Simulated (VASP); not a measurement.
# TiAl (R-3m) in VASP: single point with PBE

Aim: the single point of TiAl with PBE.

Program: VASP 6.6.1. These are calculated values, not measurements. Logs are shortened: lines on timing, memory, paths and dates and some standing lists are left out, and cuts for length are marked.

### 1 The cell of the first run

It takes space group R-3m (No. 166, trigonal). Conventional cell: a = 4.974 Å, b = 4.974 Å, c = 5.100 Å, α = 90.00°, β = 90.00°, γ = 120.00°. Ti (site symmetry -3m) has 8 Al at 2.55 to 2.99 Å and 6 Ti at 3.34 Å within 3.4 Å. Al (site symmetry -3m) has 8 Ti at 2.55 to 2.99 Å and 6 Al at 3.34 Å within 3.4 Å.

### 2 Single point, PBE (strained)

Input file INCAR:

```
SYSTEM = TiAl
PREC     = Accurate       ! precision mode
ENCUT    = 520            ! plane-wave cutoff, eV
EDIFF    = 1E-7           ! SCF threshold, eV
ISMEAR   = 0              ! smearing method
SIGMA    = 0.1            ! smearing width, eV
LREAL    = .False.        ! projectors in reciprocal space
LASPH    = .True.         ! aspherical terms in the spheres
NELM     = 80             ! most SCF steps
ALGO     = Fast           ! electronic algorithm
ISIF     = 2              ! what is computed and relaxed
LWAVE    = .False.        ! write WAVECAR
LCHARG   = .True.         ! write CHGCAR
GGA      = PE             ! functional
LELF     = .True.         ! ELF
LVHAR    = .True.       
NBANDS   = 14             ! bands
```

Input file KPOINTS:

```
regular mesh
0
Gamma
  12 12 12
  0 0 0
```

Input file POSCAR:

```
TiAl
1.0
    3.3260957100      0.1907438400      0.1907438400
    0.1907438400      3.3260957100     -0.1907438400
    0.1907438400     -0.1907438400      3.3260957100
Ti Al
1 1
Direct
    0.0000000000      0.0000000000      0.0000000000
    0.5000000000      0.5000000000      0.5000000000
```

Potentials or basis: VASP PAW PBE potentials, release 64 (Ti_sv, Al).

The run is started by

```sh
$ cat potpaw_PBE.64/Ti_sv/POTCAR potpaw_PBE.64/Al/POTCAR > POTCAR
$ mpirun -np 1 vasp_std > vasp.out
```

OUTCAR:

```text
SYSTEM = TiAl
   PREC = Accurate
   ENCUT = 520
   EDIFF = 1E-7
   ISMEAR = 0
   LREAL = .False.
   LASPH = .True.
   NELM = 80
   ISIF = 2
   GGA = PE

 ion  position               nearest neighbor table
   1  0.000  0.000  0.000-   2 2.55   2 2.55   2 2.99   2 2.99   2 2.99   2 2.99   2 2.99   2 2.99

   2  0.500  0.500  0.500-   1 2.55   1 2.55   1 2.99   1 2.99   1 2.99   1 2.99   1 2.99   1 2.99

  LATTYP: Found a trigonal (rhomboedric) cell.
 ALAT       =     3.3370164964
 COS(alpha) =    -0.1106785956

  Lattice vectors:

 A1 = (   0.1907438400,   3.3260957100,  -0.1907438400)
 A2 = (  -3.3260957100,  -0.1907438400,  -0.1907438400)
 A3 = (   0.1907438400,  -0.1907438400,   3.3260957100)

Analysis of symmetry for initial positions (statically):
=====================================================================
 Subroutine PRICEL returns:
 Original cell was already a primitive cell.

 Routine SETGRP: Setting up the symmetry group for a
 trigonal (rhombohedral) supercell.

 Subroutine GETGRP returns: Found 12 space group operations
 (whereof 12 operations were pure point group operations)
 out of a pool of 12 trial point group operations.

The static configuration has the point symmetry D_3d.

Analysis of symmetry for dynamics (positions and initial velocities):
=====================================================================
 Subroutine PRICEL returns:
 Original cell was already a primitive cell.

 Routine SETGRP: Setting up the symmetry group for a
 trigonal (rhombohedral) supercell.

 Subroutine GETGRP returns: Found 12 space group operations
 (whereof 12 operations were pure point group operations)
 out of a pool of 12 trial point group operations.

The dynamic configuration has the point symmetry D_3d.

 Subroutine INISYM returns: Found 12 space group operations
 (whereof 12 operations are pure point group operations),
 and found     1 'primitive' translations

----------------------------------------------------------------------------------------

                                     Primitive cell

  volume of cell :      36.4194

  direct lattice vectors                    reciprocal lattice vectors
     3.326095710  0.190743840  0.190743840     0.302765399 -0.018419188 -0.018419188
     0.190743840  3.326095710 -0.190743840    -0.018419188  0.302765399  0.018419188
     0.190743840 -0.190743840  3.326095710    -0.018419188  0.018419188  0.302765399

  length of vectors
     3.337016496  3.337016496  3.337016496     0.303883891  0.303883891  0.303883891

  position of ions in fractional coordinates (direct lattice)
     0.000000000  0.000000000  0.000000000
     0.500000000  0.500000000  0.500000000

  ion indices of the primitive-cell ions
   primitive index   ion index
                 1           1
                 2           2

----------------------------------------------------------------------------------------

 KPOINTS: regular mesh

Automatic generation of k-mesh.
 Grid dimensions read from file:
 generate k-points for:   12   12   12

 Generating k-lattice:

  Cartesian coordinates                     Fractional coordinates (reciprocal lattice)
     0.025230450 -0.001534932 -0.001534932     0.083333333  0.000000000  0.000000000
    -0.001534932  0.025230450  0.001534932     0.000000000  0.083333333 -0.000000000
    -0.001534932  0.001534932  0.025230450     0.000000000 -0.000000000  0.083333333

  Length of vectors
     0.025323658  0.025323658  0.025323658

  Shift w.r.t. Gamma in fractional coordinates (k-lattice)
     0.000000000  0.000000000  0.000000000

 Subroutine IBZKPT returns following result:
 ===========================================

 Found    189 irreducible k-points:

 Following reciprocal coordinates:
            Coordinates               Weight
  0.000000  0.000000  0.000000      1.000000
  0.083333  0.000000  0.000000      6.000000
  0.166667  0.000000  0.000000      6.000000
  0.250000  0.000000  0.000000      6.000000
  0.333333  0.000000  0.000000      6.000000
  0.416667  0.000000  0.000000      6.000000
[... 16 lines left out ...]
  0.500000  0.166667  0.000000     12.000000
 -0.416667  0.166667  0.000000     12.000000
 [... further k-points ...]
   k-points           NKPTS =    189   k-points in BZ     NKDIM =    189   number of bands    NBANDS=     14
   number of dos      NEDOS =    301   number of ions     NIONS =      2
   total plane-waves  NPLWV =  21952
   dimension x,y,z NGX =    28 NGY =   28 NGZ =   28
   dimension x,y,z NGXF=    56 NGYF=   56 NGZF=   56
   ions per type =               1   1
   NGX,Y,Z   is equivalent  to a cutoff of  13.95, 13.95, 13.95 a.u.
   NGXF,Y,Z  is equivalent  to a cutoff of  27.90, 27.90, 27.90 a.u.
 SYSTEM =  TiAl
   PREC   = accura    normal or accurate (medium, high low for compatibility)
   ISTART =      0    job   : 0-new  1-cont  2-samecut
   ICHARG =      2    charge: 1-file 2-atom 10-const
   ISPIN  =      1    spin polarized calculation?
   LNONCOLLINEAR =      F non collinear calculations
   LSORBIT =      F    spin-orbit coupling
   LASPH  =      T    aspherical Exc in radial PAW
   ENCUT  =  520.0 eV  38.22 Ry    6.18 a.u.   6.20  6.20  6.20*2*pi/ulx,y,z
   NELM   =     80;   NELMIN=  2; NELMDL= -5     # of ELM steps
   EDIFF  = 0.1E-06   stopping-criterion for ELM
   LREAL  =      F    real-space projection
   EDIFFG = 0.1E-05   stopping-criterion for IOM
   NSW    =      0    number of steps for IOM
   IBRION =     -1    ionic relax: 0-MD 1-quasi-New 2-CG
   NFREE  =      0    steps in history (QN), initial steepest desc. (CG)
   ISIF   =      2    stress and relaxation
   ISYM   =      2    0-nonsym 1-usesym 2-fastsym
   POTIM  = 0.5000    time-step for ionic-motion
   TEBEG  =    0.0;   TEEND  =   0.0 temperature during run
   PSTRESS=    0.0 pullay stress
   NELECT =      15.0000    total number of electrons
   NUPDOWN=      -1.0000    fix difference up-down
   EMIN   =  10.00;   EMAX   =-10.00  energy-range for DOS
   EFERMI =   0.00;   METHOD = LEGACY
   ISMEAR =     0;   SIGMA  =   0.10  broadening in eV -4-tet -1-fermi 0-gaus
   EFERMI_NEDOS =   21; number of points for ismear=-14 and -15
   IALGO  =     68    algorithm
   IMIX   =      4    mixing-type and parameters
     AMIX     =   0.40;   BMIX     =  1.00
     AMIX_MAG =   1.60;   BMIX_MAG =  1.00
  volume/ion in A,a.u.               =      18.21       122.89
  Fermi-wavevector in a.u.,A,eV,Ry     =   1.218039  2.301759 20.185849  1.483618
  Thomas-Fermi vector in A             =   2.353339
   LORBIT       =      0    0 simple, 1 ext, 2 COOP (PROOUT), +10 PAW based schemes
   GGA     = PE    functional components
   LHFCALC =     F    Hartree Fock is set to
   AEXX    =    0.0000 exact exchange contribution
   IVDW    =     0    specifies the selected vdW correction
   LEPSILON=     F    determine dielectric tensor
   LRPA    =     F    only Hartree local field effects (RPA)
 non-spin polarized calculation
 RMM-DIIS sequential band-by-band and
 Gauss-broadening in eV      SIGMA  =   0.10
  energy-cutoff  :      520.00
  volume of cell :       36.42
 maximum number of plane-waves:       992
 NGX is ok and might be reduce to    28
   NGX = 13   NGY = 13   NGZ = 13

 number of electron      14.9999996 magnetization

 Free energy of the ion-electron system (eV)
  ---------------------------------------------------
  ext. energy  EPLUGINS =         0.00000000
  ---------------------------------------------------
  free energy    TOTEN  =       -11.60348751 eV

  energy without entropy =      -11.58569430  energy(sigma->0) =      -11.59459090

 E-fermi :   7.2648     XC(G=0): -10.5355

 val. band max:        7.2620215353   @ k =   0.2500   0.5000   0.1667
 cond. band min:       7.2680503104   @ k =   0.1667   0.3333   0.1667
 fundamental gap:      0.0060287750
 Fermi energy:         7.2647705710

 k-point     1 :       0.0000    0.0000    0.0000
  band No.  band energies     occupation
      1     -49.6547      2.00000
      2     -25.8844      2.00000
      3     -25.8844      2.00000
      4     -25.8550      2.00000
      5      -1.1844      2.00000
      6       6.3693      2.00000
      7       6.3693      2.00000
      8       8.4554      0.00000
      9       9.0133      0.00000
     10       9.0133      0.00000
     11      11.1487      0.00000
     12      11.7490      0.00000
     13      11.7490      0.00000
     14      15.8964      0.00000

 k-point     2 :       0.0833    0.0000    0.0000
  band No.  band energies     occupation
      1     -49.6542      2.00000
      2     -25.8894      2.00000
      3     -25.8839      2.00000
      4     -25.8563      2.00000
      5      -1.0826      2.00000
      6       6.3027      2.00000
      7       6.4045      2.00000
      8       8.3378      0.00000
      9       8.9104      0.00000
     10       8.9766      0.00000
     11      10.9127      0.00000
     12      11.7971      0.00000
     13      11.9233      0.00000
     14      15.8335      0.00000

 k-point     3 :       0.1667    0.0000    0.0000
  band No.  band energies     occupation
      1     -49.6528      2.00000
      2     -25.9052      2.00000
      3     -25.8826      2.00000
      4     -25.8576      2.00000
      5      -0.7807      2.00000
      6       6.0200      2.00000
      7       6.5010      2.00000
      8       8.0597      0.00000
      9       8.6768      0.00000
     10       8.9506      0.00000
     11      10.2190      0.00000
     12      12.3327      0.00000
     13      12.3742      0.00000
     14      15.4209      0.00000
[... 324 lines left out ...]
 k-point    23 :       0.5000    0.1667    0.0000
  band No.  band energies     occupation
      1     -49.6452      2.00000
      2     -25.9752      2.00000
      3     -25.8937      2.00000
      4     -25.8584      2.00000
      5       1.9054      2.00000
      6       3.2020      2.00000
      7       6.7671      2.00000
      8       7.0968      1.98247
      9       8.0267      0.00000
     10       8.7571      0.00000
     11       9.9408      0.00000
     12      12.5132      0.00000
     13      14.4120      0.00000
     14      15.3136      0.00000

 k-point    24 :      -0.4167    0.1667    0.0000
  band No.  band energies     occupation
      1     -49.6456      2.00000
      2     -25.9690      2.00000
      3     -25.8947      2.00000
      4     -25.8592      2.00000
      5       1.6479      2.00000
      6       3.5211      2.00000
      7       6.5284      2.00000
      8       7.1388      1.92527
      9       8.1979      0.00000
     10       8.7599      0.00000
     11       9.9812      0.00000
     12      11.9446      0.00000
     13      14.2143      0.00000
     14      15.8615      0.00000

 [... further k-points ...]

------------------------ aborting loop because EDIFF is reached ----------------------------------------

  FORCE on cell =-STRESS in cart. coord.  units (eV):
  Direction    XX          YY          ZZ          XY          YZ          ZX
  --------------------------------------------------------------------------------------
  -------------------------------------------------------------------------------------
  Total       -1.4261802     -1.4261802     -1.4261802     -2.4836053      2.4836053     -2.4836053
  in kB      -62.7411372    -62.7411372    -62.7411372   -109.2598412    109.2598412   -109.2598412
  external PRESSURE =     -62.7411372 kB  Pullay stress =       0.0000000 kB

 VOLUME and BASIS-vectors are now :
 -----------------------------------------------------------------------------
  energy-cutoff  :      520.00
  volume of cell :       36.42
      direct lattice vectors                 reciprocal lattice vectors
     3.326095710  0.190743840  0.190743840     0.302765399 -0.018419188 -0.018419188
     0.190743840  3.326095710 -0.190743840    -0.018419188  0.302765399  0.018419188
     0.190743840 -0.190743840  3.326095710    -0.018419188  0.018419188  0.302765399

 POSITION                                       TOTAL-FORCE (eV/Angst)
 -----------------------------------------------------------------------------------
      0.00000      0.00000      0.00000        -0.000000      0.000000      0.000000
      1.85379      1.66305      1.66305         0.000000     -0.000000     -0.000000
 -----------------------------------------------------------------------------------
    total drift:                                0.000000     -0.000000     -0.000000

  FREE ENERGIE OF THE ION-ELECTRON SYSTEM (eV)
  ---------------------------------------------------
  free  energy   TOTEN  =       -11.6034875054 eV

  energy  without entropy=      -11.5856942987  energy(sigma->0) =      -11.59459090
```

It took 1.8 min on 1 thread of Intel Xeon 6975P-C (Granite Rapids), shared host; peak memory 0.23 GiB.

Results:

| Item | Value |
| --- | --- |
| Free energy | -11.6035 eV |
| Pressure | -6.3 GPa |
| Band gap on the k mesh | zero (an odd number of electrons rules out a gap without spin polarisation) |

Caveat: the cell differs from its parent crystal (strained); the cell stands under tension.
